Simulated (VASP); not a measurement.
Zn3F:

```
Zn F
1.0
     3.58236    0.00000    0.00000
     0.00000    3.58236    0.00000
     0.00000    0.00000    3.58236
Zn F
3 1
Direct
  0.00000 0.50000 0.50000
  0.50000 0.00000 0.50000
  0.50000 0.50000 0.00000
  0.00000 0.00000 0.00000
```

The cell was generated, and may not be a known phase.

| Property | Result |
| --- | --- |
| Program | VASP 6.6.1 |
| Task | relaxation of cell and atoms |
| Functional | PBE |
| Potentials or basis | VASP PAW PBE potentials, release 64 (Zn, F) |
| Cutoff | 600 eV |
| k mesh | 6 × 6 × 6 |
| Occupations | gaussian, width 0.1 eV |
| Spin | no spin polarisation |

At the start: pressure 34.1 GPa; volume 11.49 Å³/atom.

Question: Where does the relaxation end?

Answer: Over 4 steps the energy falls by 313.2 meV/atom and the volume is 15.43 Å³/atom (+34.3 %); space group Pm-3m (No. 221, to 0.1 Å) before and after.

The path:
| step | energy change (eV) | largest force (eV/Å) | pressure (GPa) | volume (Å³) |
| --- | --- | --- | --- | --- |
| 1 | 0.0000 | 0.0000 | 34.15 | 45.97 |
| 2 | -1.2349 | 0.0000 | -2.17 | 64.28 |
| 3 | -1.2519 | 0.0000 | 0.47 | 61.21 |
| 4 | -1.2527 | 0.0000 | 0.06 | 61.73 |

Final structure:
```cif
data_structure
_symmetry_space_group_name_H-M 'P 1'
_symmetry_Int_Tables_number 1
_cell_length_a 3.9521
_cell_length_b 3.9521
_cell_length_c 3.9521
_cell_angle_alpha 90.000
_cell_angle_beta 90.000
_cell_angle_gamma 90.000
_cell_volume 61.73
loop_
_atom_site_label
_atom_site_type_symbol
_atom_site_fract_x
_atom_site_fract_y
_atom_site_fract_z
_atom_site_occupancy
Zn1 Zn 0.00000 0.50000 0.50000 1
Zn2 Zn 0.50000 0.00000 0.50000 1
Zn3 Zn 0.50000 0.50000 0.00000 1
F1 F 0.00000 0.00000 0.00000 1
```

Caveat: the volume moved by over 15 % at a fixed basis, so the end points are rough; an odd number of electrons without spin polarisation forces a metal; a magnetic or distorted state may lie lower.
